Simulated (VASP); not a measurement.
# Co (P6_3/mmc) in VASP: notebook, part 3 of 3

VASP 6.6.1. The steps go on from the part before.

### 6 Relaxation of shape and atoms at fixed volume, PBEsol, collinear spin, ferromagnetic start

This run uses another cell than the first one, of 5.71 Å³/atom.

INCAR

```
  PREC = Accurate
  ENCUT = 600
  EDIFF = 1E-6
  ISMEAR = -1
  SIGMA = 0.1
  LREAL = False
  LASPH = True
  NELM = 150
  ALGO = Normal
  ISIF = 4
  LWAVE = False
  LCHARG = False
  ISPIN = 2
  MAGMOM = 1.7 1.7
  LORBIT = 11
  LMAXMIX = 4
  GGA = PS
  IBRION = 2
  NSW = 50
  EDIFFG = -0.005
```

KPOINTS

```
regular mesh
0
Gamma
  17 17 9
```

POSCAR

```
Co
1.0
    2.0129616917      0.0000000000      0.0000000000
   -1.0064808459      1.7432759619      0.0000000000
    0.0000000000      0.0000000000      3.2538751575
Co
2
Direct
    0.3333333333      0.6666666667      0.2500000000
    0.6666666667      0.3333333333      0.7500000000
```

Potentials or basis: VASP PAW PBE potentials, release 64 (Co).

On the command line:

```console
$ cat potpaw_PBE.64/Co/POTCAR > POTCAR
$ mpirun -np 1 vasp_std > vasp.out
```

OUTCAR:

```text
PREC = Accurate
   ENCUT = 600
   EDIFF = 1E-6
   ISMEAR = -1
   LREAL = False
   LASPH = True
   NELM = 150
   ISIF = 4
   ISPIN = 2
   LORBIT = 11
   GGA = PS
   IBRION = 2
   NSW = 50
   EDIFFG = -0.005

 ion  position               nearest neighbor table
   1  0.333  0.667  0.250-   2 2.00   2 2.00   2 2.00   2 2.00   2 2.00   2 2.00   2 2.84   2 2.84
                             2 2.84   2 2.84   2 2.84   2 2.84
   2  0.667  0.333  0.750-   1 2.00   1 2.00   1 2.00   1 2.00   1 2.00   1 2.00   1 2.84   1 2.84
                             1 2.84   1 2.84   1 2.84   1 2.84

  LATTYP: Found a hexagonal cell.
 ALAT       =     2.0129616917
 C/A-ratio  =     1.6164615407

  Lattice vectors:

 A1 = (   2.0129616917,   0.0000000000,   0.0000000000)
 A2 = (  -1.0064808459,   1.7432759619,   0.0000000000)
 A3 = (   0.0000000000,   0.0000000000,   3.2538751575)

Analysis of symmetry for initial positions (statically):
=====================================================================
 Subroutine PRICEL returns:
 Original cell was already a primitive cell.

 Routine SETGRP: Setting up the symmetry group for a
 hexagonal supercell.

 Subroutine GETGRP returns: Found 24 space group operations
 (whereof 12 operations were pure point group operations)
 out of a pool of 24 trial point group operations.

The static configuration has the point symmetry D_3d.
 The point group associated with its full space group is D_6h.

Analysis of symmetry for dynamics (positions and initial velocities):
=====================================================================
 Subroutine PRICEL returns:
 Original cell was already a primitive cell.

 Routine SETGRP: Setting up the symmetry group for a
 hexagonal supercell.

 Subroutine GETGRP returns: Found 24 space group operations
 (whereof 12 operations were pure point group operations)
 out of a pool of 24 trial point group operations.

The dynamic configuration has the point symmetry D_3d.
 The point group associated with its full space group is D_6h.

Analysis of structural, dynamic, and magnetic symmetry:
=====================================================================
 Subroutine PRICEL returns:
 Original cell was already a primitive cell.

 Routine SETGRP: Setting up the symmetry group for a
 hexagonal supercell.

 Subroutine GETGRP returns: Found 24 space group operations
 (whereof 12 operations were pure point group operations)
 out of a pool of 24 trial point group operations.

The overall configuration has the point symmetry D_3d.
 The point group associated with its full space group is D_6h.

 Subroutine INISYM returns: Found 24 space group operations
 (whereof 12 operations are pure point group operations),
 and found     1 'primitive' translations

----------------------------------------------------------------------------------------

                                     Primitive cell

  volume of cell :      11.4183

  direct lattice vectors                    reciprocal lattice vectors
     2.012961692  0.000000000  0.000000000     0.496780443  0.286816322  0.000000000
    -1.006480846  1.743275962  0.000000000     0.000000000  0.573632644  0.000000000
     0.000000000  0.000000000  3.253875158     0.000000000  0.000000000  0.307325866

  length of vectors
[... 82 lines left out ...]
   EDIFF  = 0.1E-05   stopping-criterion for ELM
   LREAL  =      F    real-space projection
   EDIFFG = -.5E-02   stopping-criterion for IOM
   NSW    =     50    number of steps for IOM
   IBRION =      2    ionic relax: 0-MD 1-quasi-New 2-CG
   NFREE  =      1    steps in history (QN), initial steepest desc. (CG)
   ISIF   =      4    stress and relaxation
   ISYM   =      2    0-nonsym 1-usesym 2-fastsym
   POTIM  = 0.5000    time-step for ionic-motion
   TEBEG  =    0.0;   TEEND  =   0.0 temperature during run
   PSTRESS=    0.0 pullay stress
   NELECT =      18.0000    total number of electrons
   NUPDOWN=      -1.0000    fix difference up-down
   EMIN   =  10.00;   EMAX   =-10.00  energy-range for DOS
   EFERMI =   0.00;   METHOD = LEGACY
   ISMEAR =    -1;   SIGMA  =   0.10  broadening in eV -4-tet -1-fermi 0-gaus
   EFERMI_NEDOS =   21; number of points for ismear=-14 and -15
   IALGO  =     38    algorithm
   IMIX   =      4    mixing-type and parameters
     AMIX     =   0.40;   BMIX     =  1.00
     AMIX_MAG =   1.60;   BMIX_MAG =  1.00
  volume/ion in A,a.u.               =       5.71        38.53
  Fermi-wavevector in a.u.,A,eV,Ry     =   1.905306  3.600507 49.391766  3.630192
  Thomas-Fermi vector in A             =   2.943312
   LORBIT       =     11    0 simple, 1 ext, 2 COOP (PROOUT), +10 PAW based schemes
   GGA     = PS    functional components
   LHFCALC =     F    Hartree Fock is set to
   AEXX    =    0.0000 exact exchange contribution
   IVDW    =     0    specifies the selected vdW correction
   LEPSILON=     F    determine dielectric tensor
   LRPA    =     F    only Hartree local field effects (RPA)
 conjugate gradient relaxation of ions
 spin polarized calculation
  energy-cutoff  :      600.00
  volume of cell :       11.42
 maximum number of plane-waves:       393
   NGX =  9   NGY =  9   NGZ = 13

--------------------------------------- Ionic step        1  -------------------------------------------

 number of electron      17.9999994 magnetization      -0.0061882

 number of electron      17.9999994 magnetization       0.0002829

 Free energy of the ion-electron system (eV)
  ---------------------------------------------------
  ext. energy  EPLUGINS =         0.00000000
  ---------------------------------------------------
  free energy    TOTEN  =        -6.44702373 eV

  energy without entropy =       -6.37197182  energy(sigma->0) =       -6.40949777

------------------------ aborting loop because EDIFF is reached ----------------------------------------

  FORCE on cell =-STRESS in cart. coord.  units (eV):
  Direction    XX          YY          ZZ          XY          YZ          ZX
  --------------------------------------------------------------------------------------
  -------------------------------------------------------------------------------------
  Total       39.6713398     39.6713398     40.0111664     -0.0000000      0.0000000      0.0000000
  in kB     5566.5345925   5566.5345927   5614.2178007     -0.0000002      0.0000000      0.0000000
  external PRESSURE =    5582.4289953 kB  Pullay stress =       0.0000000 kB
[... 63 lines left out ...]
 number of electron      17.9999993 magnetization       0.0000961

 number of electron      17.9999993 magnetization      -0.0000901

 Free energy of the ion-electron system (eV)
  ---------------------------------------------------
  ext. energy  EPLUGINS =         0.00000000
  ---------------------------------------------------
  free energy    TOTEN  =        -6.44734543 eV

  energy without entropy =       -6.37230889  energy(sigma->0) =       -6.40982716

 E-fermi :  23.7549     XC(G=0): -17.8343

 val. band max:       23.7512046272   @ k =   0.0588   0.0588   0.3333
 cond. band min:      23.7560004692   @ k =   0.1176   0.0000   0.3333
 fundamental gap:      0.0047958420
 Fermi energy:        23.7548585200

 spin component 1

 k-point     1 :       0.0000    0.0000    0.0000
  band No.  band energies     occupation
      1      10.2183      1.00000
      2      13.5100      1.00000
      3      19.0046      1.00000
      4      19.0591      1.00000
      5      19.0591      1.00000
      6      19.9937      1.00000
      7      19.9937      1.00000
      8      20.9935      1.00000
      9      20.9935      1.00000
     10      23.4770      0.94150
     11      23.9206      0.16017
     12      23.9206      0.16017
     13      38.0832      0.00000
     14      49.7588      0.00000
[... 403 lines left out ...]
      4      16.1279      1.00000
      5      18.6315      1.00000
      6      19.3332      1.00000
      7      20.4145      1.00000
      8      21.2541      1.00000
      9      22.8102      0.99992
     10      24.0481      0.05057
     11      24.2857      0.00493
     12      34.6801      0.00000
     13      37.9593      0.00000
     14      43.5785      0.00000
     15      45.4922      0.00000

 [... further k-points ...]

 spin component 2

 k-point     1 :       0.0000    0.0000    0.0000
  band No.  band energies     occupation
      1      10.2183      1.00000
      2      13.5100      1.00000
      3      19.0046      1.00000
      4      19.0591      1.00000
      5      19.0591      1.00000
      6      19.9938      1.00000
      7      19.9938      1.00000
      8      20.9936      1.00000
      9      20.9936      1.00000
     10      23.4771      0.94147
     11      23.9206      0.16014
     12      23.9206      0.16014
     13      38.0832      0.00000
     14      49.7589      0.00000
[... 444 lines left out ...]
  FREE ENERGIE OF THE ION-ELECTRON SYSTEM (eV)
  ---------------------------------------------------
  free  energy   TOTEN  =        -6.4473454318 eV

  energy  without entropy=       -6.3723088871  energy(sigma->0) =       -6.40982716

 reached required accuracy - stopping structural energy minimisation

 total charge

# of ion       s       p       d       tot
------------------------------------------
    1        0.897   1.402   8.244  10.542
    2        0.897   1.402   8.244  10.542
--------------------------------------------------
tot          1.794   2.803  16.487  21.084

 magnetization (x)

# of ion       s       p       d       tot
------------------------------------------
    1        0.000   0.000   0.000   0.000
    2        0.000   0.000   0.000   0.000
--------------------------------------------------
tot          0.000   0.000   0.000   0.000
```

CONTCAR:

```text
Co
   1.00000000000000
     2.0110363538562659   -0.0000000000193583    0.0000000000000000
    -1.0055181769948498    1.7416085704548654   -0.0000000000000000
     0.0000000000000000    0.0000000000000000    3.2601085682816966
  Co
     2
Direct
     0.3333333332999970    0.6666666667000030    0.2500000000000000
     0.6666666667000030    0.3333333332999970    0.7500000000000000

  0.00000000E+00  0.00000000E+00  0.00000000E+00
  0.00000000E+00  0.00000000E+00  0.00000000E+00
```

Wall time 62 s (1 thread of AMD EPYC 9R45 (Zen 5), shared host); peak memory 0.14 GiB.

What came out:

* Free energy: -6.4473 eV
* Energy gained by relaxing: 0.2 meV/atom
* Ionic steps: 3
* Pressure after relaxing: 558.3 GPa
* Band gap on the k mesh: zero (filled and empty bands overlap)
* Net moment: 0.00 μB per cell

Step by step:
| step | energy change (eV) | largest force (eV/Å) | pressure (GPa) | volume (Å³) |
| --- | --- | --- | --- | --- |
| 1 | 0.0000 | 0.0000 | 558.24 | 11.42 |
| 2 | 0.0008 | 0.0000 | 558.28 | 11.42 |
| 3 | -0.0003 | 0.0000 | 558.28 | 11.42 |

Final structure:
```xyz
2
Lattice="2.0110 0.0000 0.0000 -1.0055 1.7416 0.0000 0.0000 0.0000 3.2601" Properties=species:S:1:pos:R:3 pbc="T T T"
Co    0.0000    1.1611    0.8150
Co    1.0055    0.5805    2.4451
```

Caveat: the moments typed at the start vanished in this run; the PAW data sets were made with another functional, which shifts forces and pressure a little.

### 7 Relaxation of cell and atoms, PBEsol, collinear spin, ferromagnetic start

This run uses another cell than the first one, of 11.08 Å³/atom.

INCAR

```
PREC = Accurate
ENCUT = 600
EDIFF = 1E-7
ISMEAR = -1
SIGMA = 0.1
LREAL = F
LASPH = T
NELM = 200
ALGO = Normal
ISIF = 3
LWAVE = F
LCHARG = F
ISPIN = 2
MAGMOM = 1.7 1.7
LORBIT = 11
LMAXMIX = 4
GGA = PS
IBRION = 2
NSW = 60
EDIFFG = -0.005
GGA_COMPAT = F
NELMIN = 4
```

KPOINTS is that of step 6.

POSCAR

```
Co
1.0
    2.5090426088      0.0000000000      0.0000000000
   -1.2545213044      2.1728946384      0.0000000000
    0.0000000000      0.0000000000      4.0646490262
Co
2
Direct
    0.3333333333      0.6666666667      0.2500000000
    0.6666666667      0.3333333333      0.7500000000
```

Potentials or basis: VASP PAW PBE potentials, release 64 (Co_sv).

On the command line:

```console
$ cat potpaw_PBE.64/Co_sv/POTCAR > POTCAR
$ mpirun -np 1 vasp_std > vasp.out
```

Wall time 20 min (1 thread of Intel Xeon Platinum 8488C (Sapphire Rapids), shared host); peak memory 0.27 GiB.

Results (log left out):

```
Free energy                                           : -15.6840 eV
Relaxed volume                                        : 10.26 Å³/atom
Relaxed cell                                          : a = 2.447 Å, b = 2.447 Å, c = 3.956 Å, α = 90.00°, β = 90.00°, γ = 120.00°
Space group after relaxing (to 0.1 Å)                 : P6_3/mmc (No. 194)
Energy gained by relaxing                             : 46.4 meV/atom
Ionic steps                                           : 14
Pressure after relaxing                               : 0.0 GPa
Net moment                                            : 3.12 μB per cell
Site moments                                          : Co +1.61 μB
Valence electrons inside the program's atomic spheres : Co 15.10
```

Step by step:
```csv
step,energy change (eV),largest force (eV/Å),pressure (GPa),volume (Å³)
1,0.0000,0.0000,-16.91,22.16
2,0.0791,0.0000,31.45,18.62
3,-0.0927,0.0000,-0.50,20.56
4,-0.0928,0.0000,-0.05,20.53
5,-0.0927,0.0000,0.35,20.49
6,-0.0928,0.0000,-0.41,20.55
7,-0.0928,0.0000,-0.15,20.53
8,-0.0928,0.0000,-0.09,20.53
9,-0.0928,0.0000,-0.09,20.53
10,-0.0928,0.0000,-0.10,20.53
11,-0.0928,0.0000,0.03,20.52
12,-0.0928,0.0000,-0.07,20.52
13,-0.0928,0.0000,0.11,20.51
14,-0.0928,0.0000,0.03,20.52
```

Final structure:
```yaml
crystal:
  lattice:
    - [2.44741, 0.00000, 0.00000]
    - [-1.22370, 2.11952, 0.00000]
    - [0.00000, 0.00000, 3.95577]
  atoms:
    - { symbol: Co, position: [0.33333, 0.66667, 0.25000] }
    - { symbol: Co, position: [0.66667, 0.33333, 0.75000] }
```

Levels at points of the mesh, in eV from the Fermi level:
Spin up:
```
           k point  band 17  band 18  band 19  band 20  band 21  band 22
(0.00, 0.00, 0.00)    -1.91    -0.70    -0.70    -0.23     6.84    22.24
```
Spin down:
```
           k point  band 11  band 12  band 13  band 14  band 15  band 16  band 17  band 18  band 19  band 20
(0.00, 0.00, 0.00)    -1.09    -1.07    -1.07    -0.67    -0.67    -0.21    -0.21    -0.21     1.12     1.12
```

Caveat: the PAW data sets were made with another functional, which shifts forces and pressure a little.

### 8 The runs side by side

| task | potentials or basis | cell | cutoff (eV) | gap on the mesh (eV) | pressure (GPa) | moment (μB) |
| --- | --- | --- | --- | --- | --- | --- |
| single point | VASP PAW PBE potentials, release 64 (Co) | a = 2.407, b = 2.407, c = 3.889 Å, angles 90.0, 90.0, 120.0°, 2 atoms | 520 | none | 15.8 | 2.99 |
| single point | VASP PAW PBE potentials, release 64 (Co) | a = 2.457, b = 2.457, c = 3.971 Å, angles 90.0, 90.0, 120.0°, 2 atoms | 520 | none | -1.0 | 3.13 |
| relaxation of cell and atoms | VASP PAW PBE potentials, release 64 (Co_sv) | relaxed from a = 2.509, b = 2.509, c = 4.065 Å, angles 90.0, 90.0, 120.0°, 2 atoms | 600 | none | 0.0 | 3.12 |

Alike in all rows: level PBEsol; spin collinear, ferromagnetic start; k mesh 17 × 17 × 9; smearing fermi-dirac 0.1 eV.

Caveats: the PAW data sets were made with another functional, which shifts forces and pressure a little; the cell stands under pressure (at least some runs).

Absolute energies hang on the potentials; compare differences alone.
